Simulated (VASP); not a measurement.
A run of VASP 6.6.1 is set up as follows.

INCAR

```
PREC = Accurate
ENCUT = 520
EDIFF = 1E-6
ISMEAR = 0
SIGMA = 0.017
LREAL = F
LASPH = T
NELM = 100
ALGO = Normal
ISIF = 2
LWAVE = F
LCHARG = F
GGA = PE
NBANDS = 16
```

Contents of KPOINTS:

```
Automatic mesh
0
Gamma
  8 8 8
```

Contents of POSCAR:

```
GaAs
1.0
    0.0000000000      2.8268500000      2.8268500000
    2.8268500000      0.0000000000      2.8268500000
    2.8268500000      2.8268500000      0.0000000000
As Ga
1 1
Direct
    0.7500000000      0.7500000000      0.7500000000
    0.0000000000      0.0000000000      0.0000000000
```

Potentials or basis: VASP PAW PBE potentials, release 64 (As, Ga_d).

Launch:

```console
$ cat potpaw_PBE.64/As/POTCAR potpaw_PBE.64/Ga_d/POTCAR > POTCAR
$ mpirun -np 1 vasp_std > vasp.out
```

Question: What does it give for the pressure?

Answer: 3.4 GPa.

Question: Predict the band gap on the k mesh.

Answer: 0.52 eV, direct.

A k mesh can miss the band edges. As with any semilocal functional, this PBE gap is likely too small.
